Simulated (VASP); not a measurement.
# AlN (Pm) in VASP: notebook, part 3 of 3

VASP 6.6.1. The steps go on from the part before.

## Step 5: Single point, LDA (atom 1 (Al) moved by +0.248 Å along [1 0 0] and +0.000 Å along [1 2 0])

Input file INCAR:

```
SYSTEM = AlN
PREC = Accurate ; ENCUT = 520
EDIFF = 1E-6 ; ISMEAR = 0
SIGMA = 0.05 ; LREAL = .FALSE.
LASPH = .TRUE. ; NELM = 80
ALGO = Normal ; ISIF = 2
LWAVE = .FALSE. ; LCHARG = .TRUE.
LELF = .TRUE. ; LVHAR = .TRUE.
NBANDS = 26
```

Input file KPOINTS:

```
Automatic mesh
0
G
  8 6 4
  0 0 0
```

Input file POSCAR:

```
AlN
1.0
   -1.6378403119      2.8368226349      0.0000000000
    0.0000000000      0.0000000000      4.1006264518
    4.9135209358      2.8368226349      0.0000000000
Al N
4 4
Direct
    0.4621452717      0.7500000000      0.2045213950
    1.0000000000      0.7500000000      0.6666666667
    0.0000000000      0.2500000000      0.3333333333
    0.5000000000      0.2500000000      0.8333333333
    0.5000000000      0.2500000000      0.1666666667
    1.0000000000      0.2500000000      0.6666666667
    0.0000000000      0.7500000000      0.3333333333
    0.5000000000      0.7500000000      0.8333333333
```

Potentials or basis: VASP PAW LDA potentials, release 64 (Al, N).

Launch:

```bash
> cat potpaw_LDA.64/Al/POTCAR potpaw_LDA.64/N/POTCAR > POTCAR
> mpirun -np 1 vasp_std > vasp.out
```

OUTCAR:

```text
SYSTEM = AlN
   PREC = Accurate
   ENCUT = 520
   EDIFF = 1E-6
   ISMEAR = 0
   LREAL = .FALSE.
   LASPH = .TRUE.
   NELM = 80
   ISIF = 2

 ion  position               nearest neighbor table
   1  0.462  0.750  0.205-   7 1.68   7 1.91   5 2.07   5 2.07   8 2.11   3 2.65   3 2.65   3 2.80
                             3 2.80   4 2.94   4 2.94   2 3.03   2 3.16
   2  0.000  0.750  0.667-   8 1.89   8 1.89   7 1.89   6 2.05   6 2.05   4 2.79   4 2.79   4 2.79
                             4 2.79   3 2.79   3 2.79   1 3.03   1 3.16
   3  0.000  0.250  0.333-   5 1.89   5 1.89   6 1.89   7 2.05   7 2.05   1 2.65   1 2.65   2 2.79
                             2 2.79   1 2.80   1 2.80   4 3.28   4 3.28   4 3.28   4 3.28
   4  0.500  0.250  0.833-   6 1.89   6 1.89   5 1.89   8 2.05   8 2.05   2 2.79   2 2.79   2 2.79
                             2 2.79   1 2.94   1 2.94   3 3.28   3 3.28   3 3.28   3 3.28
   5  0.500  0.250  0.167-   3 1.89   3 1.89   4 1.89   1 2.07   1 2.07
   6  0.000  0.250  0.667-   4 1.89   4 1.89   3 1.89   2 2.05   2 2.05
   7  0.000  0.750  0.333-   1 1.68   2 1.89   1 1.91   3 2.05   3 2.05
   8  0.500  0.750  0.833-   2 1.89   2 1.89   4 2.05   4 2.05   1 2.11

  LATTYP: Found a simple orthorhombic cell.
 ALAT       =     3.2756806238
 B/A-ratio  =     1.2518395176
 C/A-ratio  =     1.7320508076

  Lattice vectors:

 A1 = (  -1.6378403119,   2.8368226349,   0.0000000000)
 A2 = (   0.0000000000,   0.0000000000,   4.1006264518)
 A3 = (   4.9135209358,   2.8368226349,   0.0000000000)

Analysis of symmetry for initial positions (statically):
=====================================================================
 Subroutine PRICEL returns:
 Original cell was already a primitive cell.

 Routine SETGRP: Setting up the symmetry group for a
 simple orthorhombic supercell.

 Subroutine GETGRP returns: Found  2 space group operations
 (whereof  1 operations were pure point group operations)
 out of a pool of  8 trial point group operations.

The static configuration has the point symmetry C_1 .
 The point group associated with its full space group is C_1h.

Analysis of symmetry for dynamics (positions and initial velocities):
=====================================================================
 Subroutine PRICEL returns:
 Original cell was already a primitive cell.

 Routine SETGRP: Setting up the symmetry group for a
 simple orthorhombic supercell.

 Subroutine GETGRP returns: Found  2 space group operations
 (whereof  1 operations were pure point group operations)
 out of a pool of  8 trial point group operations.

The dynamic configuration has the point symmetry C_1 .
 The point group associated with its full space group is C_1h.

 Subroutine INISYM returns: Found  2 space group operations
 (whereof  1 operations are pure point group operations),
 and found     1 'primitive' translations

----------------------------------------------------------------------------------------

                                     Primitive cell

  volume of cell :      76.2103

  direct lattice vectors                    reciprocal lattice vectors
    -1.637840312  2.836822635  0.000000000    -0.152640033  0.264380293  0.000000000
     0.000000000  0.000000000  4.100626452     0.000000000  0.000000000  0.243865178
     4.913520936  2.836822635  0.000000000     0.152640033  0.088126764  0.000000000

  length of vectors
     3.275680624  4.100626452  5.673645270     0.305280067  0.243865178  0.176253529

[... 52 lines left out ...]
  0.375000  0.000000  0.000000      2.000000
  0.500000  0.000000  0.000000      1.000000
  0.000000  0.166667  0.000000      2.000000
[... 16 lines left out ...]
  0.125000  0.000000 -0.250000      2.000000
  0.250000  0.000000  0.250000      2.000000
 [... further k-points ...]
   k-points           NKPTS =     72   k-points in BZ     NKDIM =     72   number of bands    NBANDS=     26
   number of dos      NEDOS =    301   number of ions     NIONS =      8
   total plane-waves  NPLWV =  30240
   dimension x,y,z NGX =    24 NGY =   30 NGZ =   42
   dimension x,y,z NGXF=    48 NGYF=   60 NGZF=   84
   ions per type =               4   4
   NGX,Y,Z   is equivalent  to a cutoff of  12.18, 12.16, 12.31 a.u.
   NGXF,Y,Z  is equivalent  to a cutoff of  24.36, 24.32, 24.61 a.u.
 SYSTEM =  AlN
   PREC   = accura    normal or accurate (medium, high low for compatibility)
   ISTART =      0    job   : 0-new  1-cont  2-samecut
   ICHARG =      2    charge: 1-file 2-atom 10-const
   ISPIN  =      1    spin polarized calculation?
   LNONCOLLINEAR =      F non collinear calculations
   LSORBIT =      F    spin-orbit coupling
   LASPH  =      T    aspherical Exc in radial PAW
   ENCUT  =  520.0 eV  38.22 Ry    6.18 a.u.   6.09  7.62 10.55*2*pi/ulx,y,z
   NELM   =     80;   NELMIN=  2; NELMDL= -5     # of ELM steps
   EDIFF  = 0.1E-05   stopping-criterion for ELM
   LREAL  =      F    real-space projection
   EDIFFG = 0.1E-04   stopping-criterion for IOM
   NSW    =      0    number of steps for IOM
   IBRION =     -1    ionic relax: 0-MD 1-quasi-New 2-CG
   NFREE  =      0    steps in history (QN), initial steepest desc. (CG)
   ISIF   =      2    stress and relaxation
   ISYM   =      2    0-nonsym 1-usesym 2-fastsym
   POTIM  = 0.5000    time-step for ionic-motion
   TEBEG  =    0.0;   TEEND  =   0.0 temperature during run
   PSTRESS=    0.0 pullay stress
   NELECT =      32.0000    total number of electrons
   NUPDOWN=      -1.0000    fix difference up-down
   EMIN   =  10.00;   EMAX   =-10.00  energy-range for DOS
   EFERMI =   0.00;   METHOD = LEGACY
   ISMEAR =     0;   SIGMA  =   0.05  broadening in eV -4-tet -1-fermi 0-gaus
   EFERMI_NEDOS =   21; number of points for ismear=-14 and -15
   IALGO  =     38    algorithm
   IMIX   =      4    mixing-type and parameters
     AMIX     =   0.40;   BMIX     =  1.00
     AMIX_MAG =   1.60;   BMIX_MAG =  1.00
  volume/ion in A,a.u.               =       9.53        64.29
  Fermi-wavevector in a.u.,A,eV,Ry     =   1.225896  2.316607 20.447110  1.502820
  Thomas-Fermi vector in A             =   2.360917
   LORBIT       =      0    0 simple, 1 ext, 2 COOP (PROOUT), +10 PAW based schemes
   GGA     = CA    functional components
   LHFCALC =     F    Hartree Fock is set to
   AEXX    =    0.0000 exact exchange contribution
   IVDW    =     0    specifies the selected vdW correction
   LEPSILON=     F    determine dielectric tensor
   LRPA    =     F    only Hartree local field effects (RPA)
 non-spin polarized calculation
 Gauss-broadening in eV      SIGMA  =   0.05
  energy-cutoff  :      520.00
  volume of cell :       76.21
 maximum number of plane-waves:      2088
   NGX = 13   NGY = 15   NGZ = 21

 number of electron      32.0000003 magnetization

 Free energy of the ion-electron system (eV)
  ---------------------------------------------------
  ext. energy  EPLUGINS =         0.00000000
  ---------------------------------------------------
  free energy    TOTEN  =       -64.26086501 eV

  energy without entropy =      -64.26086501  energy(sigma->0) =      -64.26086501

 E-fermi :   8.3835     XC(G=0): -11.6750

 val. band max:        8.1410434369   @ k =   0.0000   0.0000   0.0000
 cond. band min:      11.4459793574   @ k =   0.0000   0.0000   0.0000
 fundamental gap:      3.3049359206
 Fermi energy:         8.3834768088

 k-point     1 :       0.0000    0.0000    0.0000
  band No.  band energies     occupation
      1      -8.9211      2.00000
      2      -6.8457      2.00000
      3      -5.6640      2.00000
      4      -4.6288      2.00000
      5       0.9345      2.00000
      6       1.4868      2.00000
[... 685 lines left out ...]
     25      18.0955      0.00000
     26      18.2993      0.00000

 [... further k-points ...]
[... 5 lines left out ...]
  --------------------------------------------------------------------------------------
  -------------------------------------------------------------------------------------
  Total        3.0989182      1.7451014      0.2902166     -3.6994219      0.0000000      0.0000000
  in kB       65.1488504     36.6874310      6.1012504    -77.7732962      0.0000000      0.0000000
  external PRESSURE =      35.9791773 kB  Pullay stress =       0.0000000 kB

 VOLUME and BASIS-vectors are now :
 -----------------------------------------------------------------------------
  energy-cutoff  :      520.00
  volume of cell :       76.21
      direct lattice vectors                 reciprocal lattice vectors
    -1.637840312  2.836822635  0.000000000    -0.152640033  0.264380293  0.000000000
     0.000000000  0.000000000  4.100626452     0.000000000  0.000000000  0.243865178
     4.913520936  2.836822635  0.000000000     0.152640033  0.088126764  0.000000000

 POSITION                                       TOTAL-FORCE (eV/Angst)
 -----------------------------------------------------------------------------------
      0.24800      1.89122      3.07547        -5.935211      1.421845      0.000000
      3.27568      1.89122      3.07547         0.991638      0.496576      0.000000
      1.63784      0.94561      1.02516         0.213232     -0.310644      0.000000
      3.27568      3.78243      1.02516         0.193411      0.174922      0.000000
      0.00000      1.89122      1.02516         0.988069      0.262636      0.000000
      3.27568      1.89122      1.02516        -0.406870     -0.251592      0.000000
      1.63784      0.94561      3.07547         3.345638     -1.940216      0.000000
      3.27568      3.78243      3.07547         0.610094      0.146472      0.000000
 -----------------------------------------------------------------------------------
    total drift:                                0.000335      0.000284     -0.000000

  FREE ENERGIE OF THE ION-ELECTRON SYSTEM (eV)
  ---------------------------------------------------
  free  energy   TOTEN  =       -64.2608650126 eV

  energy  without entropy=      -64.2608650126  energy(sigma->0) =      -64.26086501
```

It took 62 s on 1 thread of AMD EPYC 9R45 (Zen 5), shared host; peak memory 0.19 GiB.

What came out:

```
Free energy            : -64.2609 eV
Pressure               : 3.6 GPa
Largest force          : 6.103 eV/Å
Band gap on the k mesh : 3.31 eV
```

Forces in eV/Å, atoms in the order of the input:
```
Al  -5.935  1.422  0.000
Al   0.992  0.497  0.000
Al   0.213 -0.311  0.000
Al   0.193  0.175  0.000
N    0.988  0.263  0.000
N   -0.407 -0.252  0.000
N    3.346 -1.940  0.000
N    0.610  0.146  0.000
```

Levels at points of the mesh, in eV from the valence-band top:
```tsv
k point	band 13	band 14	band 15	band 16	band 17	band 18	band 19	band 20
(0.00, 0.00, 0.00)	-2.06	-1.51	-1.15	0.00	3.30	3.97	4.58	7.10
(0.50, 0.00, 0.00)	-3.01	-2.62	-2.19	-1.91	5.26	5.45	6.00	6.14
(0.00, 0.50, 0.00)	-2.46	-2.30	-1.78	-1.65	4.93	5.15	5.84	6.04
(0.50, 0.50, 0.00)	-1.41	-1.05	-0.92	-0.75	5.71	5.74	6.40	6.55
(0.00, 0.00, 0.50)	-1.95	-1.41	-1.08	-0.89	4.50	5.06	6.36	6.42
(0.50, 0.00, 0.50)	-3.21	-2.90	-1.49	-1.17	3.46	4.08	6.66	7.28
(0.00, 0.50, 0.50)	-2.24	-2.11	-1.66	-1.59	4.85	5.31	5.54	6.02
(0.50, 0.50, 0.50)	-2.18	-1.83	-1.53	-1.47	4.56	4.83	5.29	5.50
```

Caveat: the cell differs from its parent crystal (atom 1 (Al) moved by +0.248 Å along [1 0 0] and +0.000 Å along [1 2 0]); the cell stands under pressure; forces of over 1 eV/Å act on the atoms, so gaps and moduli don't describe the material at rest. A k mesh can miss the band edges.

## Step 6: Single point, LDA (atom 1 (Al) moved by -0.248 Å along [1 0 0] and +0.372 Å along [1 2 0])

Input file INCAR:

```
PREC     = Accurate       # precision mode
ENCUT    = 520            # plane-wave cutoff, eV
EDIFF    = 1E-6           # SCF threshold, eV
ISMEAR   = 0              # smearing method
SIGMA    = 0.05           # smearing width, eV
LREAL    = F              # projectors in reciprocal space
LASPH    = T              # aspherical terms in the spheres
NELM     = 80             # most SCF steps
ALGO     = Normal         # electronic algorithm
ISIF     = 2              # what is computed and relaxed
LWAVE    = F              # write WAVECAR
LCHARG   = F              # write CHGCAR
GGA      = CA             # functional
NBANDS   = 26             # bands
```

Input file KPOINTS:

```
regular mesh
0
Gamma
  8 6 4
```

Changes to POSCAR since step 5:

```diff
@@ -8,3 +8,3 @@
 Direct
-    0.4621452717      0.7500000000      0.2045213950
+    0.6362041974      0.7500000000      0.1615950948
     1.0000000000      0.7500000000      0.6666666667
```

Potentials or basis: VASP PAW LDA potentials, release 64 (Al, N).

Launch:

```bash
> cat potpaw_LDA.64/Al/POTCAR potpaw_LDA.64/N/POTCAR > POTCAR
> mpirun -np 1 vasp_std > vasp.out
```

Run time: 94 s. Hardware: 1 thread of Intel Xeon Platinum 8488C (Sapphire Rapids), shared host; peak memory 0.22 GiB.

Results (log left out):

```
Free energy            : -62.9184 eV
Pressure               : 9.8 GPa
Largest force          : 12.318 eV/Å
Band gap on the k mesh : 3.30 eV
```

Forces in eV/Å, atoms in the order of the input:
```
Al    0.171 -12.317   0.000
Al   -0.447  -0.014   0.000
Al   -0.197   0.990   0.000
Al    0.199  -0.214   0.000
N    -0.644   0.839   0.000
N    -0.029   0.027   0.000
N     1.075  10.049   0.000
N    -0.129   0.640   0.000
```

Stress tensor (GPa, compression positive):
```
-1.25  7.07  0.00
 7.07 29.91  0.00
 0.00  0.00  0.89
```

Levels at points of the mesh, in eV from the valence-band top:
| k point | band 12 | band 13 | band 14 | band 15 | band 16 | band 17 | band 18 | band 19 | band 20 | band 21 |
| --- | --- | --- | --- | --- | --- | --- | --- | --- | --- | --- |
| (0.00, 0.00, 0.00) | -2.97 | -1.77 | -1.48 | -1.26 | 0.00 | 3.30 | 3.79 | 4.49 | 6.93 | 7.09 |
| (0.50, 0.00, 0.00) | -3.53 | -3.03 | -2.47 | -2.26 | -1.99 | 5.23 | 5.41 | 5.99 | 6.15 | 7.70 |
| (0.00, 0.50, 0.00) | -2.53 | -2.48 | -1.98 | -1.87 | -1.72 | 4.89 | 4.99 | 5.77 | 5.87 | 8.27 |
| (0.50, 0.50, 0.00) | -4.40 | -1.18 | -1.13 | -1.00 | -0.77 | 5.44 | 5.94 | 6.35 | 6.59 | 8.88 |
| (0.00, 0.00, 0.50) | -3.11 | -1.44 | -1.25 | -1.20 | -1.06 | 4.34 | 4.89 | 5.99 | 6.32 | 7.65 |
| (0.50, 0.00, 0.50) | -3.94 | -3.26 | -2.69 | -1.63 | -1.16 | 3.64 | 4.03 | 6.82 | 7.29 | 7.44 |
| (0.00, 0.50, 0.50) | -2.58 | -2.02 | -1.91 | -1.88 | -1.70 | 4.84 | 5.11 | 5.47 | 5.77 | 8.49 |
| (0.50, 0.50, 0.50) | -2.98 | -1.93 | -1.82 | -1.75 | -1.50 | 4.69 | 4.89 | 5.31 | 5.52 | 9.26 |

Caveat: the cell differs from its parent crystal (atom 1 (Al) moved by -0.248 Å along [1 0 0] and +0.372 Å along [1 2 0]); the cell stands under pressure; forces of over 1 eV/Å act on the atoms, so gaps and moduli don't describe the material at rest.

## Step 7: Overview

```tsv
cell	gap on the mesh (eV)	pressure (GPa)	largest force (eV/Å)
as given, atomic positions A	3.11	26.0	34.78
as given, atomic positions B	2.47	13.6	19.44
as given, atomic positions C	3.32	5.1	5.81
as given, atomic positions D	3.31	3.6	6.10
as given, atomic positions E	3.30	9.8	12.32
```

Alike in all rows: task single point; level LDA; potentials or basis VASP PAW LDA potentials, release 64 (Al, N); no spin polarisation; k mesh 8 × 6 × 4; cutoff (eV) 520; smearing gaussian 0.05 eV.

Caveats: the cell stands under pressure; forces of over 1 eV/Å act on the atoms, so gaps and moduli don't describe the material at rest; atoms lie so close that the PAW spheres overlap strongly, which falsifies energies and pressures (at least some runs).

Total energies depend on the potentials used, so only differences within one code and one set of settings carry meaning.
